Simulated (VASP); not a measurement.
Set up this calculation in VASP 6.6.1, as the native input.

- Task: single point
- Functional: PBE
- Potentials or basis: VASP PAW PBE potentials, release 64 (Mg, Si, S)
- Cutoff: 520 eV
- k mesh: 12 × 12 × 12
- Occupations: gaussian, width 0.1 eV
- Spin: no spin polarisation
- Dipole correction: no
- Further INCAR settings: ALGO = Normal; EDIFF = 1e-06; NBANDS = 21

The structure of Mg4SiS2 lies in POSCAR:

```
Mg4SiS2
1.0
   -2.4094695445      2.4094695445      6.9635713375
    2.4094695445     -2.4094695445      6.9635713375
    2.4094695445      2.4094695445     -6.9635713375
Mg Si S
4 1 2
Direct
    0.0000000000      0.5000000000      0.5000000000
    0.5000000000      0.0000000000      0.5000000000
    0.2500000000      0.7500000000      0.5000000000
    0.7500000000      0.2500000000      0.5000000000
    0.0000000000      0.0000000000      0.0000000000
    0.6809329704      0.6809329704      0.0000000000
    0.3190670296      0.3190670296      0.0000000000
```

One way to write it, as run:

INCAR

```
ALGO = Normal
EDIFF = 1E-6
ENCUT = 520
GGA = PE
ISIF = 2
ISMEAR = 0
LASPH = True
LCHARG = False
LREAL = False
LWAVE = False
NBANDS = 21
NELM = 80
PREC = Accurate
SIGMA = 0.1
```

KPOINTS

```
k-points
0
Gamma
  12 12 12
```

Potentials or basis: VASP PAW PBE potentials, release 64 (Mg, Si, S).

The run is started by

```bash
$ cat potpaw_PBE.64/Mg/POTCAR potpaw_PBE.64/Si/POTCAR potpaw_PBE.64/S/POTCAR > POTCAR
$ mpirun -np 1 vasp_std > vasp.out
```

It gave:

```yaml
Pressure: -0.1 GPa
Largest_force: 0.004 eV/Å
```

It took 28 min on 1 thread of Intel Xeon 8259CL (shared host), peak memory 0.87 GiB.
